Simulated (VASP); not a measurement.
A run of VASP 6.6.1:

Contents of INCAR:

```
SYSTEM = Cu
  PREC = Accurate
  ENCUT = 520
  EDIFF = 1E-6
  ISMEAR = 0
  SIGMA = 0.15
  LREAL = .False.
  LASPH = .True.
  NELM = 60
  ALGO = Fast
  ISIF = 2
  LWAVE = .False.
  LCHARG = .False.
  GGA = PE
  NBANDS = 12
```

KPOINTS

```
Automatic mesh
0
Gamma
  24 24 24
  0 0 0
```

Contents of POSCAR:

```
Cu
1.0
   -1.5132651084      1.5132651084      1.3098822779
    1.5132651084     -1.5132651084      1.3098822779
    1.5132651084      1.5132651084     -1.3098822779
Cu
1
Direct
    0.0000000000      0.0000000000      0.0000000000
```

Potentials or basis: VASP PAW PBE potentials, release 64 (Cu).

Run with:

```bash
$ cat potpaw_PBE.64/Cu/POTCAR > POTCAR
$ mpirun -np 1 vasp_std > vasp.out
```

Hardware: 1 thread of Intel(R) Xeon(R) Platinum 8488C (Sapphire Rapids), with other jobs on the host.

Problem. How long does it take, and how much memory?

Solution. Wall time 2 min on 1 thread of Intel(R) Xeon(R) Platinum 8488C (Sapphire Rapids), on a shared host, peak memory 0.25 GiB. Counts: scf iterations 13, k points 1063.
